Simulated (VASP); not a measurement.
# Be7S in VASP: further runs

Be7S is run at these levels: PBE; tasks: single point.

Program: VASP 6.6.1. These are calculated values, not measurements. Logs are shortened: lines on timing, memory, paths and dates and some standing lists are left out, and cuts for length are marked.

**1. The cell of the first run**

The typed cell holds 8 atoms: a = 3.441 Å, b = 3.442 Å, c = 6.736 Å, α = 90.00°, β = 90.00°, γ = 100.84°.

**2. Single point, PBE**

INCAR reads:

```
SYSTEM = Be7S
PREC = Accurate ; ENCUT = 520
EDIFF = 1E-7 ; ISMEAR = 0
SIGMA = 0.2 ; LREAL = .False.
LASPH = .True. ; NELM = 100
ALGO = Normal ; ISIF = 2
LWAVE = .False. ; LCHARG = .False.
GGA = PE ; NBANDS = 20
```

KPOINTS reads:

```
Automatic mesh
0
Gamma
  6 6 4
  0 0 0
```

POSCAR reads:

```
Be7S
1.0
    2.1952006933     -2.6504545564      0.0005233877
    2.1907106340      2.6549349784     -0.0012528626
    0.0018472850      0.0024028711      6.7356632384
Be S
7 1
Direct
    0.7640347977      0.2359863099      0.4999982723
    0.2198852320      0.7800528972      0.5000025194
    0.7327746477      0.7486597623      0.2996471415
    0.7327120146      0.7486146071      0.7003448172
    0.2514724042      0.2670756137      0.7003140074
    0.2515265748      0.2671434214      0.2996972045
    0.5760563878      0.4240583106      0.0000008459
   -0.0284620587      0.0284090779     -0.0000048081
```

Potentials or basis: VASP PAW PBE potentials, release 64 (Be, S).

The run is started by

```sh
$ cat potpaw_PBE.64/Be/POTCAR potpaw_PBE.64/S/POTCAR > POTCAR
$ mpirun -np 1 vasp_std > vasp.out
```

OUTCAR:

```text
SYSTEM = Be7S
   PREC = Accurate
   ENCUT = 520
   EDIFF = 1E-7
   ISMEAR = 0
   LREAL = .False.
   LASPH = .True.
   NELM = 100
   ISIF = 2
   GGA = PE

 ion  position               nearest neighbor table
   1  0.764  0.236  0.500-   6 2.14   4 2.14   5 2.14   3 2.14   2 2.21   2 2.21   6 2.24   5 2.24
                             3 2.24   4 2.24
   2  0.220  0.780  0.500-   6 2.14   5 2.14   4 2.14   3 2.14   1 2.21   1 2.21   4 2.24   3 2.24
                             5 2.24   6 2.24
   3  0.733  0.749  0.300-   6 2.11   2 2.14   1 2.14   1 2.24   2 2.24   6 2.27   8 2.32   7 2.32

   4  0.733  0.749  0.700-   5 2.11   2 2.14   1 2.14   1 2.24   2 2.24   5 2.27   8 2.32   7 2.32

   5  0.251  0.267  0.700-   4 2.11   2 2.14   1 2.14   1 2.24   2 2.24   4 2.27   8 2.32   7 2.32

   6  0.252  0.267  0.300-   3 2.11   2 2.14   1 2.14   1 2.24   2 2.24   3 2.27   8 2.32   7 2.32

   7  0.576  0.424  0.000-   8 2.10   8 2.26   8 2.26   4 2.32   3 2.32   6 2.32   5 2.32
   8  0.972  0.028  1.000-   7 2.10   7 2.26   7 2.26   3 2.32   5 2.32   4 2.32   6 2.32

  LATTYP: Found a base centered monoclinic cell.
 ALAT       =    31.2923746697
 B/A-ratio  =     0.1401591833
 C/A-ratio  =     0.2739989284
 COS(beta)  =    -0.9910905086

  Lattice vectors:

 A1 = (  -2.2033853226,   7.9510383490, -13.4736261148)
 A2 = (   2.1825260047,   7.9555187710, -13.4743555897)
 A3 = (   0.0063373443,  -5.3029866637,   6.7374394887)

Analysis of symmetry for initial positions (statically):
=====================================================================
 Subroutine PRICEL returns:
 Original cell was already a primitive cell.

 Routine SETGRP: Setting up the symmetry group for a
 base centered monoclinic supercell.

 Subroutine GETGRP returns: Found  1 space group operations
 (whereof  1 operations were pure point group operations)
 out of a pool of  4 trial point group operations.

The static configuration has the point symmetry C_1 .

Analysis of symmetry for dynamics (positions and initial velocities):
=====================================================================
 Subroutine PRICEL returns:
 Original cell was already a primitive cell.

 Routine SETGRP: Setting up the symmetry group for a
 base centered monoclinic supercell.

 Subroutine GETGRP returns: Found  1 space group operations
 (whereof  1 operations were pure point group operations)
 out of a pool of  4 trial point group operations.

The dynamic configuration has the point symmetry C_1 .
[... 116 lines left out ...]
   NFREE  =      0    steps in history (QN), initial steepest desc. (CG)
   ISIF   =      2    stress and relaxation
   ISYM   =      2    0-nonsym 1-usesym 2-fastsym
   POTIM  = 0.5000    time-step for ionic-motion
   TEBEG  =    0.0;   TEEND  =   0.0 temperature during run
   PSTRESS=    0.0 pullay stress
   NELECT =      20.0000    total number of electrons
   NUPDOWN=      -1.0000    fix difference up-down
   EMIN   =  10.00;   EMAX   =-10.00  energy-range for DOS
   EFERMI =   0.00;   METHOD = LEGACY
   ISMEAR =     0;   SIGMA  =   0.20  broadening in eV -4-tet -1-fermi 0-gaus
   EFERMI_NEDOS =   21; number of points for ismear=-14 and -15
   IALGO  =     38    algorithm
   IMIX   =      4    mixing-type and parameters
     AMIX     =   0.40;   BMIX     =  1.00
     AMIX_MAG =   1.60;   BMIX_MAG =  1.00
  volume/ion in A,a.u.               =       9.80        66.11
  Fermi-wavevector in a.u.,A,eV,Ry     =   1.038426  1.962340 14.671548  1.078328
  Thomas-Fermi vector in A             =   2.172910
   LORBIT       =      0    0 simple, 1 ext, 2 COOP (PROOUT), +10 PAW based schemes
   GGA     = PE    functional components
   LHFCALC =     F    Hartree Fock is set to
   AEXX    =    0.0000 exact exchange contribution
   IVDW    =     0    specifies the selected vdW correction
   LEPSILON=     F    determine dielectric tensor
   LRPA    =     F    only Hartree local field effects (RPA)
 non-spin polarized calculation
 Gauss-broadening in eV      SIGMA  =   0.20
  energy-cutoff  :      520.00
  volume of cell :       78.37
 maximum number of plane-waves:      2126
 NGX is ok and might be reduce to    28
   NGX = 13   NGY = 13   NGZ = 25

 number of electron      20.0000000 magnetization

 Free energy of the ion-electron system (eV)
  ---------------------------------------------------
  ext. energy  EPLUGINS =         0.00000000
  ---------------------------------------------------
  free energy    TOTEN  =       -29.43382184 eV

  energy without entropy =      -29.40794188  energy(sigma->0) =      -29.42088186

 E-fermi :   6.4234     XC(G=0): -10.2797

 val. band max:        6.3142678297   @ k =   0.3333   0.3333   0.2500
 cond. band min:       6.4574629697   @ k =   0.1667   0.1667   0.0000
 fundamental gap:      0.1431951400
 Fermi energy:         6.4234377962

 k-point     1 :       0.0000    0.0000    0.0000
  band No.  band energies     occupation
      1      -9.2675      2.00000
      2      -3.1080      2.00000
      3      -2.2245      2.00000
      4       1.4199      2.00000
      5       2.9985      2.00000
      6       3.1600      2.00000
[... 541 lines left out ...]
     19      13.8670      0.00000
     20      14.8104      0.00000

 [... further k-points ...]

------------------------ aborting loop because EDIFF is reached ----------------------------------------

  FORCE on cell =-STRESS in cart. coord.  units (eV):
  Direction    XX          YY          ZZ          XY          YZ          ZX
  --------------------------------------------------------------------------------------
  -------------------------------------------------------------------------------------
  Total        0.0699400      0.0640061      0.0478368     -0.0087171     -0.0011564     -0.0021508
  in kB        1.4299091      1.3085914      0.9780134     -0.1782191     -0.0236428     -0.0439722
  external PRESSURE =       1.2388380 kB  Pullay stress =       0.0000000 kB

 VOLUME and BASIS-vectors are now :
 -----------------------------------------------------------------------------
  energy-cutoff  :      520.00
  volume of cell :       78.37
      direct lattice vectors                 reciprocal lattice vectors
     2.195200693 -2.650454556  0.000523388     0.228195138 -0.188294446  0.000004588
     2.190710634  2.654934978 -0.001252863     0.227810018  0.188680330 -0.000129787
     0.001847285  0.002402871  6.735663238     0.000024642  0.000049727  0.148463455

 POSITION                                       TOTAL-FORCE (eV/Angst)
 -----------------------------------------------------------------------------------
      2.19511     -1.39731      3.36792         0.000070      0.004478      0.000059
      2.19249      1.48940      3.36699         0.000042     -0.003786     -0.000091
      3.24924      0.04618      2.01777        -0.000897     -0.000451     -0.002250
      3.24974      0.04719      4.71673        -0.000973     -0.000533      0.002288
      1.13841      0.04423      4.71688         0.001341      0.001431      0.003406
      1.13794      0.04331      2.01846         0.001005      0.001635     -0.003626
      2.19355     -0.40096     -0.00022        -0.001414      0.014880      0.000006
      2.19680     -2.49719      6.73610         0.000828     -0.017654      0.000207
 -----------------------------------------------------------------------------------
    total drift:                                0.000000      0.000056     -0.000002

  FREE ENERGIE OF THE ION-ELECTRON SYSTEM (eV)
  ---------------------------------------------------
  free  energy   TOTEN  =       -29.4338218447 eV

  energy  without entropy=      -29.4079418843  energy(sigma->0) =      -29.42088186
```

OSZICAR:

```text
N       E                     dE             d eps       ncg     rms          rms(c)
DAV:   1     0.264068220323E+02    0.26407E+02   -0.78772E+03  3040   0.841E+02
DAV:   2    -0.286961495061E+02   -0.55103E+02   -0.52343E+02  3964   0.150E+02
DAV:   3    -0.315017141839E+02   -0.28056E+01   -0.27537E+01  4188   0.287E+01
DAV:   4    -0.315325949340E+02   -0.30881E-01   -0.30790E-01  3908   0.336E+00
DAV:   5    -0.315329561830E+02   -0.36125E-03   -0.36119E-03  4032   0.375E-01    0.898E+00
DAV:   6    -0.295050043186E+02    0.20280E+01   -0.47693E+00  3688   0.111E+01    0.590E+00
DAV:   7    -0.294609327279E+02    0.44072E-01   -0.72021E-01  3988   0.397E+00    0.396E+00
DAV:   8    -0.294396888081E+02    0.21244E-01   -0.91975E-02  3700   0.161E+00    0.327E-01
DAV:   9    -0.294338628216E+02    0.58260E-02   -0.23648E-02  3924   0.794E-01    0.135E-01
DAV:  10    -0.294338316297E+02    0.31192E-04   -0.26549E-03  3500   0.258E-01    0.486E-02
DAV:  11    -0.294338300842E+02    0.15454E-05   -0.80015E-05  4212   0.586E-02    0.366E-02
DAV:  12    -0.294338212174E+02    0.88668E-05   -0.34749E-05  3528   0.259E-02    0.118E-02
DAV:  13    -0.294338217754E+02   -0.55802E-06   -0.42470E-06  3920   0.105E-02    0.305E-03
DAV:  14    -0.294338218822E+02   -0.10676E-06   -0.25759E-07  3572   0.297E-03    0.179E-03
DAV:  15    -0.294338218447E+02    0.37537E-07   -0.39877E-08  2268   0.109E-03
   1 F= -.29433822E+02 E0= -.29420882E+02  d E =-.258800E-01
```

Run time: 99 s. Hardware: 1 thread of Intel Xeon Platinum 8259CL at 2.50GHz (Skylake/Cascade Lake), shared host; peak memory 0.24 GiB.

Results:

| Property | Result |
| --- | --- |
| Free energy | -29.4338 eV |
| Pressure | 0.1 GPa |
| Largest force | 0.018 eV/Å |
| Band gap on the k mesh | zero (bands 10 and 11 overlap by 2.56 eV) |

Forces in eV/Å, atoms in the order of the input:
```
Be   0.000  0.004  0.000
Be   0.000 -0.004  0.000
Be  -0.001  0.000 -0.002
Be  -0.001 -0.001  0.002
Be   0.001  0.001  0.003
Be   0.001  0.002 -0.004
Be  -0.001  0.015  0.000
S    0.001 -0.018  0.000
```

Levels at points of the mesh, in eV from the Fermi level:
```tsv
k point	band 8	band 9	band 10	band 11	band 12	band 13
(0.00, 0.00, 0.00)	-1.81	-0.93	-0.49	2.38	2.58	2.72
(0.50, 0.00, 0.00)	-1.48	-0.44	0.84	0.85	1.40	1.82
(0.00, 0.50, 0.00)	-1.48	-0.44	0.84	0.85	1.40	1.82
(0.50, 0.50, 0.00)	-4.34	-4.02	-2.83	-1.18	0.82	1.57
(0.00, 0.00, 0.50)	-1.72	-1.58	1.38	2.26	2.58	2.58
(0.50, 0.00, 0.50)	-2.73	-2.45	-0.17	0.91	1.51	2.92
(0.00, 0.50, 0.50)	-2.73	-2.45	-0.17	0.91	1.52	2.92
(0.50, 0.50, 0.50)	-3.74	-3.65	-2.58	-0.94	1.07	1.53
```

**3. Single point, PBE**

This run uses another cell than the first one, of 9.82 Å³/atom.

INCAR reads:

```
PREC = Accurate ; ENCUT = 520
EDIFF = 1E-7 ; ISMEAR = 0
SIGMA = 0.1 ; LREAL = F
LASPH = T ; NELM = 80
ALGO = Normal ; ISIF = 2
LWAVE = F ; LCHARG = F
GGA = PE ; NBANDS = 20
```

KPOINTS reads:

```
Automatic mesh
0
Gamma
  6 10 10
```

POSCAR reads:

```
Be7S
1.0
    6.7850120026      0.0000000000      0.0000000000
    0.0000000000      2.1912587319      2.6425462592
    0.0000000000     -2.1912587319      2.6425462592
Be S
7 1
Direct
    0.5000000000      0.7630421424      0.7630421424
    0.5000000000      0.2202811687      0.2202811687
    0.6999530218      0.7327725010      0.2510936875
    0.3000469782      0.7327725010      0.2510936875
    0.3000469782      0.2510936875      0.7327725010
    0.6999530218      0.2510936875      0.7327725010
    0.0000000000      0.5763519211      0.5763519211
    0.0000000000      0.9725379662      0.9725379662
```

Potentials or basis: VASP PAW PBE potentials, release 64 (Be, S).

The run is started by

```sh
$ cat potpaw_PBE.64/Be/POTCAR potpaw_PBE.64/S/POTCAR > POTCAR
$ mpirun -np 1 vasp_std > vasp.out
```

Wall time 2.6 min (1 thread of Intel Xeon Platinum 8259CL at 2.50GHz (Skylake/Cascade Lake), shared host); peak memory 0.28 GiB.

Results (log left out):

```yaml
Free_energy: -29.4155 eV
Pressure: 0.1 GPa
Largest_force: 0.011 eV/Å
Band_gap_on_the_k_mesh: zero (bands 10 and 11 overlap by 3.07 eV)
```

Forces on the atoms (eV/Å):
```
Be   0.000  0.000 -0.007
Be   0.000  0.000  0.008
Be   0.004 -0.002 -0.001
Be  -0.004 -0.002 -0.001
Be  -0.004  0.002 -0.001
Be   0.004  0.002 -0.001
Be   0.000  0.000 -0.008
S    0.000  0.000  0.011
```

Levels at points of the mesh, in eV from the Fermi level:
```
           k point  band 7  band 8  band 9  band 10  band 11  band 12  band 13  band 14
(0.00, 0.00, 0.00)   -2.91   -1.80   -0.99    -0.46     2.33     2.62     2.76     2.92
(0.50, 0.00, 0.00)   -2.44   -1.72   -1.52     1.42     2.24     2.48     2.62     4.01
(0.00, 0.50, 0.00)   -3.83   -1.55   -0.38     0.79     0.86     1.36     1.73     2.88
(0.50, 0.50, 0.00)   -3.63   -2.80   -2.46    -0.11     0.95     1.60     2.94     3.95
(0.00, 0.50, 0.50)   -4.40   -4.36   -4.03    -2.84    -1.19     0.82     1.50     3.69
(0.50, 0.50, 0.50)   -4.43   -3.72   -3.65    -2.65    -0.98     1.05     1.53     1.95
```
